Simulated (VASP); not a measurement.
# PbS (Cmcm) in VASP: single point with PBE

Aim: the single point of PbS with PBE.

Everything below comes from runs of VASP 6.6.1. Logs are shortened: lines on timing, memory, paths and dates and some standing lists are left out, and cuts for length are marked.

### Step 1. The cell of the first run

The structure is orthorhombic, space group Cmcm (No. 63). The conventional cell has a = 3.974 Å, b = 11.302 Å, c = 4.260 Å, α = 90.00°, β = 90.00°, γ = 90.00°. Pb (site symmetry m2m) has 5 S at 2.68 to 2.92 Å within 3.5 Å. Within 3.5 Å of S (site symmetry m2m) lie 5 Pb at 2.68 to 2.92 Å.

### Step 2. Single point, PBE (biaxial xy strain -3.7%)

INCAR reads:

```
SYSTEM = PbS
PREC     = Accurate       ! precision mode
ENCUT    = 520            ! plane-wave cutoff, eV
EDIFF    = 1E-7           ! SCF threshold, eV
ISMEAR   = -1             ! smearing method
SIGMA    = 0.02           ! smearing width, eV
LREAL    = .False.        ! projectors in reciprocal space
LASPH    = .True.         ! aspherical terms in the spheres
NELM     = 80             ! most SCF steps
ALGO     = Normal         ! electronic algorithm
ISIF     = 2              ! what is computed and relaxed
LWAVE    = .False.        ! write WAVECAR
LCHARG   = .False.        ! write CHGCAR
GGA      = PE             ! functional
NBANDS   = 28             ! bands
```

KPOINTS reads:

```
regular mesh
0
Gamma
  6 6 6
  0 0 0
```

POSCAR reads:

```
PbS
1.0
    1.9869769710     -5.6509386248      0.0000000000
    1.9869769710      5.6509386248      0.0000000000
    0.0000000000      0.0000000000      4.2604423679
Pb S
2 2
Direct
    0.8768390596      0.1231609404      0.7500000000
    0.1231609404      0.8768390596      0.2500000000
    0.6401209567      0.3598790433      0.7500000000
    0.3598790433      0.6401209567      0.2500000000
```

Potentials or basis: VASP PAW PBE potentials, release 64 (Pb_d, S).

On the command line:

```
$ cat potpaw_PBE.64/Pb_d/POTCAR potpaw_PBE.64/S/POTCAR > POTCAR
$ mpirun -np 1 vasp_std > vasp.out
```

OUTCAR:

```text
SYSTEM = PbS
   PREC = Accurate
   ENCUT = 520
   EDIFF = 1E-7
   ISMEAR = -1
   LREAL = .False.
   LASPH = .True.
   NELM = 80
   ISIF = 2
   GGA = PE

 ion  position               nearest neighbor table
   1  0.877  0.123  0.750-   3 2.68   4 2.92   4 2.92   4 2.92   4 2.92   2 3.51   2 3.51   2 4.09
                             2 4.09   2 4.09   2 4.09
   2  0.123  0.877  0.250-   4 2.68   3 2.92   3 2.92   3 2.92   3 2.92   1 3.51   1 3.51   1 4.09
                             1 4.09   1 4.09   1 4.09
   3  0.640  0.360  0.750-   1 2.68   2 2.92   2 2.92   2 2.92   2 2.92
   4  0.360  0.640  0.250-   2 2.68   1 2.92   1 2.92   1 2.92   1 2.92

  LATTYP: Found a base centered orthorhombic cell.
 ALAT       =     3.9739539420
 B/A-ratio  =     2.8439879814
 C/A-ratio  =     1.0720915315

  Lattice vectors:

 A1 = (   1.9869769710,  -5.6509386248,   0.0000000000)
 A2 = (   1.9869769710,   5.6509386248,   0.0000000000)
 A3 = (   0.0000000000,   0.0000000000,   4.2604423679)

Analysis of symmetry for initial positions (statically):
=====================================================================
 Subroutine PRICEL returns:
 Original cell was already a primitive cell.

 Routine SETGRP: Setting up the symmetry group for a
 base centered orthorhombic supercell.

 Subroutine GETGRP returns: Found  8 space group operations
 (whereof  4 operations were pure point group operations)
 out of a pool of  8 trial point group operations.

The static configuration has the point symmetry C_2h.
 The point group associated with its full space group is D_2h.

Analysis of symmetry for dynamics (positions and initial velocities):
=====================================================================
 Subroutine PRICEL returns:
 Original cell was already a primitive cell.

 Routine SETGRP: Setting up the symmetry group for a
 base centered orthorhombic supercell.

 Subroutine GETGRP returns: Found  8 space group operations
 (whereof  4 operations were pure point group operations)
 out of a pool of  8 trial point group operations.

The dynamic configuration has the point symmetry C_2h.
 The point group associated with its full space group is D_2h.

 Subroutine INISYM returns: Found  8 space group operations
 (whereof  4 operations are pure point group operations),
 and found     1 'primitive' translations

----------------------------------------------------------------------------------------

                                     Primitive cell

  volume of cell :      95.6749

  direct lattice vectors                    reciprocal lattice vectors
     1.986976971 -5.650938625  0.000000000     0.251638548 -0.088480876  0.000000000
     1.986976971  5.650938625  0.000000000     0.251638548  0.088480876  0.000000000
     0.000000000  0.000000000  4.260442368     0.000000000  0.000000000  0.234717410

  length of vectors
     5.990090552  5.990090552  4.260442368     0.266741118  0.266741118  0.234717410

  position of ions in fractional coordinates (direct lattice)
     0.876839060  0.123160940  0.750000000
     0.123160940  0.876839060  0.250000000
     0.640120957  0.359879043  0.750000000
     0.359879043  0.640120957  0.250000000

  ion indices of the primitive-cell ions
   primitive index   ion index
                 1           1
                 2           2
                 3           3
                 4           4

----------------------------------------------------------------------------------------

 KPOINTS: regular mesh

Automatic generation of k-mesh.
 Grid dimensions read from file:
 generate k-points for:    6    6    6

 Generating k-lattice:

  Cartesian coordinates                     Fractional coordinates (reciprocal lattice)
     0.041939758 -0.014746813  0.000000000     0.166666667  0.000000000  0.000000000
     0.041939758  0.014746813  0.000000000     0.000000000  0.166666667  0.000000000
     0.000000000  0.000000000  0.039119568     0.000000000  0.000000000  0.166666667

  Length of vectors
     0.044456853  0.044456853  0.039119568

  Shift w.r.t. Gamma in fractional coordinates (k-lattice)
     0.000000000  0.000000000  0.000000000

 Subroutine IBZKPT returns following result:
 ===========================================

 Found     52 irreducible k-points:

 Following reciprocal coordinates:
            Coordinates               Weight
  0.000000  0.000000  0.000000      1.000000
  0.166667  0.000000  0.000000      4.000000
  0.333333  0.000000  0.000000      4.000000
  0.500000  0.000000  0.000000      2.000000
  0.166667  0.166667  0.000000      2.000000
  0.333333  0.166667  0.000000      4.000000
[... 16 lines left out ...]
  0.333333  0.333333  0.166667      4.000000
  0.500000  0.333333  0.166667      8.000000
 [... further k-points ...]
   k-points           NKPTS =     52   k-points in BZ     NKDIM =     52   number of bands    NBANDS=     28
   number of dos      NEDOS =    301   number of ions     NIONS =      4
   total plane-waves  NPLWV =  73728
   dimension x,y,z NGX =    48 NGY =   48 NGZ =   32
   dimension x,y,z NGXF=    96 NGYF=   96 NGZF=   64
   ions per type =               2   2
   NGX,Y,Z   is equivalent  to a cutoff of  13.32, 13.32, 12.49 a.u.
   NGXF,Y,Z  is equivalent  to a cutoff of  26.64, 26.64, 24.97 a.u.
 SYSTEM =  PbS
   PREC   = accura    normal or accurate (medium, high low for compatibility)
   ISTART =      0    job   : 0-new  1-cont  2-samecut
   ICHARG =      2    charge: 1-file 2-atom 10-const
   ISPIN  =      1    spin polarized calculation?
   LNONCOLLINEAR =      F non collinear calculations
   LSORBIT =      F    spin-orbit coupling
   LASPH  =      T    aspherical Exc in radial PAW
   ENCUT  =  520.0 eV  38.22 Ry    6.18 a.u.  11.14 11.14  7.92*2*pi/ulx,y,z
   NELM   =     80;   NELMIN=  2; NELMDL= -5     # of ELM steps
   EDIFF  = 0.1E-06   stopping-criterion for ELM
   LREAL  =      F    real-space projection
   EDIFFG = 0.1E-05   stopping-criterion for IOM
   NSW    =      0    number of steps for IOM
   IBRION =     -1    ionic relax: 0-MD 1-quasi-New 2-CG
   NFREE  =      0    steps in history (QN), initial steepest desc. (CG)
   ISIF   =      2    stress and relaxation
   ISYM   =      2    0-nonsym 1-usesym 2-fastsym
   POTIM  = 0.5000    time-step for ionic-motion
   TEBEG  =    0.0;   TEEND  =   0.0 temperature during run
   PSTRESS=    0.0 pullay stress
   NELECT =      40.0000    total number of electrons
   NUPDOWN=      -1.0000    fix difference up-down
   EMIN   =  10.00;   EMAX   =-10.00  energy-range for DOS
   EFERMI =   0.00;   METHOD = LEGACY
   ISMEAR =    -1;   SIGMA  =   0.02  broadening in eV -4-tet -1-fermi 0-gaus
   EFERMI_NEDOS =   21; number of points for ismear=-14 and -15
   IALGO  =     38    algorithm
   IMIX   =      4    mixing-type and parameters
     AMIX     =   0.40;   BMIX     =  1.00
     AMIX_MAG =   1.60;   BMIX_MAG =  1.00
  volume/ion in A,a.u.               =      23.92       161.41
  Fermi-wavevector in a.u.,A,eV,Ry     =   1.224134  2.313277 20.388369  1.498503
  Thomas-Fermi vector in A             =   2.359219
   LORBIT       =      0    0 simple, 1 ext, 2 COOP (PROOUT), +10 PAW based schemes
   GGA     = PE    functional components
   LHFCALC =     F    Hartree Fock is set to
   AEXX    =    0.0000 exact exchange contribution
   IVDW    =     0    specifies the selected vdW correction
   LEPSILON=     F    determine dielectric tensor
   LRPA    =     F    only Hartree local field effects (RPA)
 non-spin polarized calculation
  energy-cutoff  :      520.00
  volume of cell :       95.67
 maximum number of plane-waves:      2604
 NGX is ok and might be reduce to    48
   NGX = 23   NGY = 23   NGZ = 15

 number of electron      40.0000006 magnetization

 Free energy of the ion-electron system (eV)
  ---------------------------------------------------
  ext. energy  EPLUGINS =         0.00000000
  ---------------------------------------------------
  free energy    TOTEN  =       -17.17797008 eV

  energy without entropy =      -17.17797008  energy(sigma->0) =      -17.17797008

 E-fermi :   6.7613     XC(G=0): -10.1454

 val. band max:        6.2887701923   @ k =   0.5000   0.5000   0.3333
 cond. band min:       7.3431943584   @ k =   0.5000   0.5000   0.0000
 fundamental gap:      1.0544241661
 Fermi energy:         6.7613290557

 k-point     1 :       0.0000    0.0000    0.0000
  band No.  band energies     occupation
      1     -10.3630      2.00000
      2     -10.2436      2.00000
      3     -10.2402      2.00000
      4     -10.1951      2.00000
      5     -10.1442      2.00000
      6     -10.1381      2.00000
[... 20 lines left out ...]
     27      12.6429      0.00000
     28      13.2453      0.00000

 k-point     2 :       0.1667    0.0000    0.0000
  band No.  band energies     occupation
      1     -10.3390      2.00000
      2     -10.2389      2.00000
      3     -10.2253      2.00000
      4     -10.1757      2.00000
      5     -10.1602      2.00000
      6     -10.1454      2.00000
[... 20 lines left out ...]
     27      13.1000      0.00000
     28      13.3635      0.00000

 k-point     3 :       0.3333    0.0000    0.0000
  band No.  band energies     occupation
      1     -10.2851      2.00000
      2     -10.2305      2.00000
      3     -10.2064      2.00000
      4     -10.1911      2.00000
      5     -10.1726      2.00000
      6     -10.1589      2.00000
[... 20 lines left out ...]
     27      14.1031      0.00000
     28      14.3647      0.00000

 k-point     4 :       0.5000    0.0000    0.0000
  band No.  band energies     occupation
      1     -10.2455      2.00000
      2     -10.2264      2.00000
      3     -10.2146      2.00000
      4     -10.2079      2.00000
      5     -10.1835      2.00000
      6     -10.1633      2.00000
[... 20 lines left out ...]
     27      14.2947      0.00000
     28      14.9304      0.00000

 k-point     5 :       0.1667    0.1667    0.0000
  band No.  band energies     occupation
      1     -10.2927      2.00000
      2     -10.2372      2.00000
      3     -10.2045      2.00000
      4     -10.1785      2.00000
      5     -10.1703      2.00000
      6     -10.1550      2.00000
[... 20 lines left out ...]
     27      13.6900      0.00000
     28      14.0876      0.00000

 k-point     6 :       0.3333    0.1667    0.0000
  band No.  band energies     occupation
      1     -10.2461      2.00000
      2     -10.2329      2.00000
      3     -10.2154      2.00000
      4     -10.1933      2.00000
      5     -10.1759      2.00000
      6     -10.1719      2.00000
[... 463 lines left out ...]
      5     -10.1615      2.00000
      6     -10.1516      2.00000
[... 20 lines left out ...]
     27      13.7959      0.00000
     28      14.2038      0.00000

 k-point    22 :      -0.1667    0.1667    0.1667
  band No.  band energies     occupation
      1     -10.3336      2.00000
      2     -10.2438      2.00000
      3     -10.2262      2.00000
      4     -10.1780      2.00000
      5     -10.1707      2.00000
      6     -10.1474      2.00000
[... 20 lines left out ...]
     27      12.3630      0.00000
     28      13.8588      0.00000

 k-point    23 :       0.3333    0.3333    0.1667
  band No.  band energies     occupation
      1     -10.2704      2.00000
      2     -10.2362      2.00000
      3     -10.2250      2.00000
      4     -10.1881      2.00000
      5     -10.1782      2.00000
      6     -10.1571      2.00000
[... 20 lines left out ...]
     27      13.4316      0.00000
     28      13.9737      0.00000

 k-point    24 :       0.5000    0.3333    0.1667
  band No.  band energies     occupation
      1     -10.3033      2.00000
      2     -10.2275      2.00000
      3     -10.1943      2.00000
      4     -10.1832      2.00000
      5     -10.1673      2.00000
      6     -10.1623      2.00000
[... 20 lines left out ...]
     27      13.6219      0.00000
     28      14.2005      0.00000

 [... further k-points ...]
[... 5 lines left out ...]
  --------------------------------------------------------------------------------------
  -------------------------------------------------------------------------------------
  Total        3.8327802      3.4673951      3.2160048      0.0000000     -0.0000000      0.0000000
  in kB       64.1839415     58.0651832     53.8553883      0.0000000     -0.0000000      0.0000000
  external PRESSURE =      58.7015044 kB  Pullay stress =       0.0000000 kB

 VOLUME and BASIS-vectors are now :
 -----------------------------------------------------------------------------
  energy-cutoff  :      520.00
  volume of cell :       95.67
      direct lattice vectors                 reciprocal lattice vectors
     1.986976971 -5.650938625  0.000000000     0.251638548 -0.088480876  0.000000000
     1.986976971  5.650938625  0.000000000     0.251638548  0.088480876  0.000000000
     0.000000000  0.000000000  4.260442368     0.000000000  0.000000000  0.234717410

 POSITION                                       TOTAL-FORCE (eV/Angst)
 -----------------------------------------------------------------------------------
      1.98698     -4.25899      3.19533         0.000000     -0.072494      0.000000
      1.98698      4.25899      1.06511         0.000000      0.072494     -0.000000
      1.98698     -1.58363      3.19533         0.000000      0.138569     -0.000000
      1.98698      1.58363      1.06511         0.000000     -0.138569     -0.000000
 -----------------------------------------------------------------------------------
    total drift:                                0.000000      0.000000     -0.000000

  FREE ENERGIE OF THE ION-ELECTRON SYSTEM (eV)
  ---------------------------------------------------
  free  energy   TOTEN  =       -17.1779700833 eV

  energy  without entropy=      -17.1779700833  energy(sigma->0) =      -17.17797008
```

Run time: 4.8 min. Hardware: 1 thread of Intel Xeon 8259CL, shared host; peak memory 0.29 GiB.

What came out:

| Property | Result |
| --- | --- |
| Free energy | -17.1780 eV |
| Pressure | 5.9 GPa |
| Largest force | 0.139 eV/Å |
| Band gap on the k mesh | 1.05 eV, indirect (least direct gap 1.17 eV) |

Forces in eV/Å, atoms in the order of the input:
```
Pb   0.000 -0.072  0.000
Pb   0.000  0.072  0.000
S    0.000  0.139  0.000
S    0.000 -0.139  0.000
```

Stress tensor (GPa, compression positive):
```
6.42 0.00 0.00
0.00 5.81 0.00
0.00 0.00 5.39
```

Levels at points of the mesh, in eV from the valence-band top:
```tsv
k point	band 17	band 18	band 19	band 20	band 21	band 22	band 23	band 24
(0.00, 0.00, 0.00)	-2.50	-2.00	-1.93	-0.92	4.55	4.58	4.98	5.46
(0.50, 0.00, 0.00)	-1.80	-1.50	-0.67	-0.55	1.43	1.60	1.63	2.99
(0.50, 0.50, 0.00)	-2.61	-1.79	-1.46	-0.70	1.05	4.31	4.57	4.62
(0.00, 0.00, 0.50)	-1.30	-1.30	-0.05	-0.05	1.80	1.80	2.75	2.75
(0.50, 0.00, 0.50)	-3.82	-3.82	-1.63	-1.63	3.21	3.21	5.40	5.40
(0.50, 0.50, 0.50)	-1.31	-1.31	-0.61	-0.61	1.77	1.77	3.38	3.38
```

Caveat: the cell differs from its parent crystal (biaxial xy strain -3.7%); spin-orbit coupling is left out, which moves the levels of the heavy elements.
